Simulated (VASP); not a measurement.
# TiC (Fm-3m) in VASP: further runs

TiC is run at these levels: r2SCAN; tasks: single point, relaxation of cell and atoms.

Program: VASP 6.6.1. These are calculated values, not measurements. Logs are shortened: lines on timing, memory, paths and dates and some standing lists are left out, and cuts for length are marked.

### 1 The cell of the first run

Symmetry: Fm-3m, No. 225, cubic system. Conventional cell: a = 4.328 Å, b = 4.328 Å, c = 4.328 Å, α = 90.00°, β = 90.00°, γ = 90.00°. Within 2.9 Å of Ti (site symmetry m-3m) lie 6 C at 2.16 Å. C (site symmetry m-3m) has 6 Ti at 2.16 Å within 2.9 Å.

### 2 Single point, r2SCAN

POSCAR

```
TiC
1.0
    0.0000000000      2.1638870341      2.1638870341
    2.1638870341      0.0000000000      2.1638870341
    2.1638870341      2.1638870341      0.0000000000
Ti C
1 1
Direct
    0.0000000000      0.0000000000      0.0000000000
    0.5000000000      0.5000000000      0.5000000000
```

INCAR.step1

```
SYSTEM = TiC
ALGO = Normal
EDIFF = 1E-4
ENCUT = 520
GGA = PE
ISMEAR = -1
LASPH = .TRUE.
LCHARG = .FALSE.
LREAL = .FALSE.
LWAVE = .TRUE.
NBANDS = 15
NELM = 60
PREC = Accurate
SIGMA = 0.08
```

INCAR.step2

```
SYSTEM = TiC
ALGO = Normal
EDIFF = 1E-7
ENCUT = 520
ISIF = 2
ISMEAR = -1
ISTART = 1
LASPH = .TRUE.
LCHARG = .FALSE.
LMIXTAU = .TRUE.
LREAL = .FALSE.
LWAVE = .FALSE.
METAGGA = R2SCAN
NBANDS = 15
NELM = 60
PREC = Accurate
SIGMA = 0.08
```

KPOINTS

```
k-points
0
G
  14 14 14
  0 0 0
```

Potentials or basis: VASP PAW PBE potentials, release 64 (Ti_sv, C).

The run is started by

```
$ cat potpaw_PBE.64/Ti_sv/POTCAR potpaw_PBE.64/C/POTCAR > POTCAR
$ cp INCAR.step1 INCAR
$ mpirun -np 1 vasp_std > vasp.out
$ cp INCAR.step2 INCAR
$ mpirun -np 1 vasp_std > vasp.out
```

OUTCAR:

```text
SYSTEM = TiC
   EDIFF = 1E-7
   ENCUT = 520
   ISIF = 2
   ISMEAR = -1
   ISTART = 1
   LASPH = .TRUE.
   LREAL = .FALSE.
   METAGGA = R2SCAN
   NELM = 60
   PREC = Accurate

 ion  position               nearest neighbor table
   1  0.000  0.000  0.000-   2 2.16   2 2.16   2 2.16   2 2.16   2 2.16   2 2.16
   2  0.500  0.500  0.500-   1 2.16   1 2.16   1 2.16   1 2.16   1 2.16   1 2.16

  LATTYP: Found a face centered cubic cell.
 ALAT       =     4.3277740682

  Lattice vectors:

 A1 = (   0.0000000000,   2.1638870341,   2.1638870341)
 A2 = (   2.1638870341,   0.0000000000,   2.1638870341)
 A3 = (   2.1638870341,   2.1638870341,   0.0000000000)

Analysis of symmetry for initial positions (statically):
=====================================================================
 Subroutine PRICEL returns:
 Original cell was already a primitive cell.

 Routine SETGRP: Setting up the symmetry group for a
 face centered cubic supercell.

 Subroutine GETGRP returns: Found 48 space group operations
 (whereof 48 operations were pure point group operations)
 out of a pool of 48 trial point group operations.

The static configuration has the point symmetry O_h .

Analysis of symmetry for dynamics (positions and initial velocities):
=====================================================================
 Subroutine PRICEL returns:
 Original cell was already a primitive cell.

 Routine SETGRP: Setting up the symmetry group for a
 face centered cubic supercell.

 Subroutine GETGRP returns: Found 48 space group operations
 (whereof 48 operations were pure point group operations)
 out of a pool of 48 trial point group operations.

The dynamic configuration has the point symmetry O_h .

 Subroutine INISYM returns: Found 48 space group operations
 (whereof 48 operations are pure point group operations),
 and found     1 'primitive' translations

----------------------------------------------------------------------------------------

                                     Primitive cell

  volume of cell :      20.2644

  direct lattice vectors                    reciprocal lattice vectors
     0.000000000  2.163887034  2.163887034    -0.231065667  0.231065667  0.231065667
     2.163887034  0.000000000  2.163887034     0.231065667 -0.231065667  0.231065667
     2.163887034  2.163887034  0.000000000     0.231065667  0.231065667 -0.231065667

  length of vectors
     3.060198391  3.060198391  3.060198391     0.400217474  0.400217474  0.400217474

  position of ions in fractional coordinates (direct lattice)
     0.000000000  0.000000000  0.000000000
[... 89 lines left out ...]
   NELECT =      16.0000    total number of electrons
   NUPDOWN=      -1.0000    fix difference up-down
   EMIN   =  10.00;   EMAX   =-10.00  energy-range for DOS
   EFERMI =   0.00;   METHOD = LEGACY
   ISMEAR =    -1;   SIGMA  =   0.08  broadening in eV -4-tet -1-fermi 0-gaus
   EFERMI_NEDOS =   21; number of points for ismear=-14 and -15
   IALGO  =     38    algorithm
   IMIX   =      4    mixing-type and parameters
     AMIX     =   0.40;   BMIX     =  1.00
     AMIX_MAG =   1.60;   BMIX_MAG =  1.00
  volume/ion in A,a.u.               =      10.13        68.38
  Fermi-wavevector in a.u.,A,eV,Ry     =   1.513109  2.859362 31.150527  2.289499
  Thomas-Fermi vector in A             =   2.622944
   LORBIT       =      0    0 simple, 1 ext, 2 COOP (PROOUT), +10 PAW based schemes
   METAGGA = R2SCAN    functional components
   LHFCALC =     F    Hartree Fock is set to
   AEXX    =    0.0000 exact exchange contribution
   IVDW    =     0    specifies the selected vdW correction
   LEPSILON=     F    determine dielectric tensor
   LRPA    =     F    only Hartree local field effects (RPA)
 non-spin polarized calculation
  energy-cutoff  :      520.00
  volume of cell :       20.26
 maximum number of plane-waves:       568
   NGX = 11   NGY = 11   NGZ = 11

 number of electron      16.0000001 magnetization

 Free energy of the ion-electron system (eV)
  ---------------------------------------------------
  ext. energy  EPLUGINS =         0.00000000
  ---------------------------------------------------
  free energy    TOTEN  =       -24.87156742 eV

  energy without entropy =      -24.86608224  energy(sigma->0) =      -24.86882483

 E-fermi :   9.5093     XC(G=0): -13.6034

 val. band max:        9.4310715046   @ k =   0.1429   0.1429   0.0000
 cond. band min:       9.5524498166   @ k =   0.3571   0.2857   0.0000
 fundamental gap:      0.1213783120
 Fermi energy:         9.5093287510

 k-point     1 :       0.0000    0.0000    0.0000
  band No.  band energies     occupation
      1     -49.4500      2.00000
      2     -24.4268      2.00000
      3     -24.4268      2.00000
      4     -24.4268      2.00000
      5      -3.6993      2.00000
      6      10.3853      0.00004
      7      10.3853      0.00004
      8      10.3853      0.00004
      9      11.1879      0.00000
     10      11.1879      0.00000
     11      11.1879      0.00000
     12      11.2424      0.00000
     13      11.2424      0.00000
     14      20.7536      0.00000
[... 401 lines left out ...]
      2     -24.6814      2.00000
      3     -24.4889      2.00000
      4     -24.4796      2.00000
      5      -2.2201      2.00000
      6       6.1118      2.00000
      7       7.7940      2.00000
      8       8.2984      2.00000
      9      10.4847      0.00001
     10      11.9527      0.00000
     11      13.1551      0.00000
     12      14.2431      0.00000
     13      16.1550      0.00000
     14      22.4245      0.00000
     15      24.5322      0.00000

 [... further k-points ...]

------------------------ aborting loop because EDIFF is reached ----------------------------------------

  FORCE on cell =-STRESS in cart. coord.  units (eV):
  Direction    XX          YY          ZZ          XY          YZ          ZX
  --------------------------------------------------------------------------------------
  -------------------------------------------------------------------------------------
  Total        0.1218308      0.1218308      0.1218308      0.0000000      0.0000000      0.0000000
  in kB        9.6323841      9.6323841      9.6323841      0.0000000      0.0000000      0.0000000
  external PRESSURE =       9.6323841 kB  Pullay stress =       0.0000000 kB

 VOLUME and BASIS-vectors are now :
 -----------------------------------------------------------------------------
  energy-cutoff  :      520.00
  volume of cell :       20.26
      direct lattice vectors                 reciprocal lattice vectors
     0.000000000  2.163887034  2.163887034    -0.231065667  0.231065667  0.231065667
     2.163887034  0.000000000  2.163887034     0.231065667 -0.231065667  0.231065667
     2.163887034  2.163887034  0.000000000     0.231065667  0.231065667 -0.231065667

 POSITION                                       TOTAL-FORCE (eV/Angst)
 -----------------------------------------------------------------------------------
      0.00000      0.00000      0.00000        -0.000000      0.000000      0.000000
      2.16389      2.16389      2.16389         0.000000     -0.000000     -0.000000
 -----------------------------------------------------------------------------------
    total drift:                                0.000000     -0.000000     -0.000000

  FREE ENERGIE OF THE ION-ELECTRON SYSTEM (eV)
  ---------------------------------------------------
  free  energy   TOTEN  =       -24.8715674154 eV

  energy  without entropy=      -24.8660822369  energy(sigma->0) =      -24.86882483
```

OUTCAR.step1:

```text
SYSTEM = TiC
   EDIFF = 1E-4
   ENCUT = 520
   GGA = PE
   ISMEAR = -1
   LASPH = .TRUE.
   LREAL = .FALSE.
[... 651 lines left out ...]
      0.00000      0.00000      0.00000         0.000000      0.000000      0.000000
      2.16389      2.16389      2.16389        -0.000000     -0.000000     -0.000000
 -----------------------------------------------------------------------------------
    total drift:                                0.000000     -0.000000     -0.000000

  FREE ENERGIE OF THE ION-ELECTRON SYSTEM (eV)
  ---------------------------------------------------
  free  energy   TOTEN  =       -18.7119988135 eV

  energy  without entropy=      -18.7055248468  energy(sigma->0) =      -18.70876183
```

OSZICAR.step1:

```text
N       E                     dE             d eps       ncg     rms          rms(c)
DAV:   1     0.117404057380E+03    0.11740E+03   -0.80072E+03  3136   0.128E+03
DAV:   2    -0.168996958362E+02   -0.13430E+03   -0.12568E+03  3344   0.335E+02
DAV:   3    -0.240661072668E+02   -0.71664E+01   -0.70545E+01  4075   0.765E+01
DAV:   4    -0.243100933790E+02   -0.24399E+00   -0.24374E+00  3903   0.128E+01
DAV:   5    -0.243151408164E+02   -0.50474E-02   -0.50404E-02  4004   0.165E+00    0.183E+01
DAV:   6    -0.193311496063E+02    0.49840E+01   -0.11820E+01  4431   0.563E+01    0.692E+00
DAV:   7    -0.187476198628E+02    0.58353E+00   -0.21516E+00  3654   0.208E+01    0.493E+00
DAV:   8    -0.187239552221E+02    0.23665E-01   -0.10483E-01  3506   0.341E+00    0.344E+00
DAV:   9    -0.187158197178E+02    0.81355E-02   -0.98396E-02  4235   0.438E+00    0.765E-01
DAV:  10    -0.187141008575E+02    0.17189E-02   -0.12152E-02  4084   0.144E+00    0.640E-01
DAV:  11    -0.187121692481E+02    0.19316E-02   -0.27182E-03  3624   0.731E-01    0.199E-01
DAV:  12    -0.187120093872E+02    0.15986E-03   -0.32634E-04  3989   0.247E-01    0.440E-02
DAV:  13    -0.187119988135E+02    0.10574E-04   -0.52673E-05  1964   0.690E-02
   1 F= -.18711999E+02 E0= -.18708762E+02  d E =-.647397E-02
```

Wall time 2.2 min (1 thread of Intel Xeon 8259CL, shared host); peak memory 0.17 GiB.

Results:

```yaml
Free_energy: -24.8716 eV
Pressure: 1.0 GPa
Band_gap_on_the_k_mesh: zero (bands 8 and 9 overlap by 1.33 eV)
```

Caveat: the PAW data sets were made with another functional, which shifts forces and pressure a little.

### 3 Single point, r2SCAN

POSCAR

```
TiC
1.0
    0.0000000000      2.1638877836      2.1638877836
    2.1638877836      0.0000000000      2.1638877836
    2.1638877836      2.1638877836      0.0000000000
Ti C
1 1
Direct
    0.0000000000      0.0000000000      0.0000000000
    0.5000000000      0.5000000000      0.5000000000
```

INCAR.step1

```
PREC = Accurate
ENCUT = 520
ISMEAR = -1
SIGMA = 0.08
LREAL = F
LASPH = T
NELM = 60
NBANDS = 15
GGA = PE
ALGO = Normal
EDIFF = 1E-4
LWAVE = T
LCHARG = F
```

INCAR.step2

```
PREC = Accurate
ENCUT = 520
EDIFF = 1E-6
ISMEAR = -1
SIGMA = 0.08
LREAL = F
LASPH = T
NELM = 60
ALGO = Normal
ISIF = 2
LWAVE = F
LCHARG = T
METAGGA = R2SCAN
LMIXTAU = T
LELF = T
LVHAR = T
NBANDS = 15
ISTART = 1
```

KPOINTS

```
Automatic mesh
0
Gamma
  14 14 14
```

Potentials or basis: VASP PAW PBE potentials, release 64 (Ti_sv, C).

The run is started by

```
$ cat potpaw_PBE.64/Ti_sv/POTCAR potpaw_PBE.64/C/POTCAR > POTCAR
$ cp INCAR.step1 INCAR
$ mpirun -np 1 vasp_std > vasp.out
$ cp INCAR.step2 INCAR
$ mpirun -np 1 vasp_std > vasp.out
```

Wall time 2 min (1 thread of Intel Xeon 8259CL, shared host); peak memory 0.17 GiB.

The run converged. Its results:

| Quantity | Value |
| --- | --- |
| Free energy | -24.8716 eV |
| Pressure | 0.9 GPa |
| Band gap on the k mesh | zero (bands 8 and 9 overlap by 1.33 eV) |

Levels at points of the mesh, in eV from the Fermi level:
| k point | band 4 | band 5 | band 6 | band 7 | band 8 | band 9 | band 10 | band 11 | band 12 | band 13 |
| --- | --- | --- | --- | --- | --- | --- | --- | --- | --- | --- |
| (0.00, 0.00, 0.00) | -33.94 | -13.21 | 0.88 | 0.88 | 0.88 | 1.68 | 1.68 | 1.68 | 1.73 | 1.73 |
| (0.50, 0.00, 0.00) | -33.98 | -9.69 | -6.09 | -3.13 | -3.13 | 3.16 | 3.16 | 4.40 | 8.55 | 8.55 |
| (0.50, 0.50, 0.00) | -34.11 | -10.94 | -3.68 | -1.51 | -0.13 | -0.13 | 2.75 | 3.79 | 3.79 | 5.99 |

Caveat: the PAW data sets were made with another functional, which shifts forces and pressure a little.

### 4 Relaxation of cell and atoms, r2SCAN

This run uses another cell than the first one, of 10.07 Å³/atom.

POSCAR

```
TiC
1.0
    0.0000000000      2.1593000000      2.1593000000
    2.1593000000      0.0000000000      2.1593000000
    2.1593000000      2.1593000000      0.0000000000
Ti C
1 1
Direct
    0.0000000000      0.0000000000      0.0000000000
    0.5000000000      0.5000000000      0.5000000000
```

INCAR.step1

```
PREC     = Accurate       # precision mode
ENCUT    = 600            # plane-wave cutoff, eV
ISMEAR   = -1             # smearing method
SIGMA    = 0.08           # smearing width, eV
LREAL    = F              # projectors in reciprocal space
LASPH    = T              # aspherical terms in the spheres
NELM     = 60             # most SCF steps
GGA      = PE             # functional
ALGO     = Normal         # electronic algorithm
EDIFF    = 1E-4           # SCF threshold, eV
LWAVE    = T              # write WAVECAR
LCHARG   = F              # write CHGCAR
```

INCAR.step2

```
PREC     = Accurate       # precision mode
ENCUT    = 600            # plane-wave cutoff, eV
EDIFF    = 1E-7           # SCF threshold, eV
ISMEAR   = -1             # smearing method
SIGMA    = 0.08           # smearing width, eV
LREAL    = F              # projectors in reciprocal space
LASPH    = T              # aspherical terms in the spheres
NELM     = 60             # most SCF steps
ALGO     = Normal         # electronic algorithm
ISIF     = 3              # what is computed and relaxed
LWAVE    = F              # write WAVECAR
LCHARG   = F              # write CHGCAR
METAGGA  = R2SCAN         # meta-GGA
LMIXTAU  = T            
IBRION   = 2              # ionic algorithm
NSW      = 100            # ionic steps
EDIFFG   = -0.002         # ionic threshold
ISTART   = 1
```

KPOINTS is that of step 3.

The run is started by

```
$ cat potpaw_PBE.64/Ti_sv/POTCAR potpaw_PBE.64/C/POTCAR > POTCAR
$ cp INCAR.step1 INCAR
$ mpirun -np 1 vasp_std > vasp.out
$ cp INCAR.step2 INCAR
$ mpirun -np 1 vasp_std > vasp.out
```

Wall time 4.6 min (1 thread of Intel Xeon 8259CL, shared host); peak memory 0.18 GiB.

The run converged. Its results:

```
Free energy                           : -24.8733 eV
Relaxed volume                        : 10.17 Å³/atom
Relaxed cell                          : a = 3.064 Å, b = 3.064 Å, c = 3.064 Å, α = 60.00°, β = 60.00°, γ = 60.00°
Space group after relaxing (to 0.1 Å) : Fm-3m (No. 225)
Energy gained by relaxing             : 0.8 meV/atom
Ionic steps                           : 3
Pressure after relaxing               : 0.0 GPa
Band gap on the k mesh                : zero (bands 8 and 9 overlap by 1.33 eV)
```

The path:
| step | energy change (eV) | largest force (eV/Å) | pressure (GPa) | volume (Å³) |
| --- | --- | --- | --- | --- |
| 1 | 0.0000 | 0.0000 | 2.57 | 20.14 |
| 2 | 0.0015 | 0.0000 | -3.45 | 20.61 |
| 3 | -0.0015 | 0.0000 | 0.00 | 20.33 |

Final structure:
```cif
data_structure
_symmetry_space_group_name_H-M 'P 1'
_symmetry_Int_Tables_number 1
_cell_length_a 3.0636
_cell_length_b 3.0636
_cell_length_c 3.0636
_cell_angle_alpha 60.000
_cell_angle_beta 60.000
_cell_angle_gamma 60.000
_cell_volume 20.33
loop_
_atom_site_label
_atom_site_type_symbol
_atom_site_fract_x
_atom_site_fract_y
_atom_site_fract_z
_atom_site_occupancy
Ti1 Ti 0.00000 0.00000 0.00000 1
C1 C 0.50000 0.50000 0.50000 1
```

Levels at points of the mesh, in eV from the Fermi level:
```csv
k point,band 6,band 7,band 8,band 9,band 10,band 11
"(0.00, 0.00, 0.00)",0.87,0.87,0.87,1.67,1.67,1.67
"(0.50, 0.00, 0.00)",-6.08,-3.12,-3.12,3.15,3.15,4.38
"(0.50, 0.50, 0.00)",-3.68,-1.50,-0.14,-0.14,2.74,3.78
```

Caveat: the PAW data sets were made with another functional, which shifts forces and pressure a little. Zero-point motion and thermal expansion aren't in these numbers.
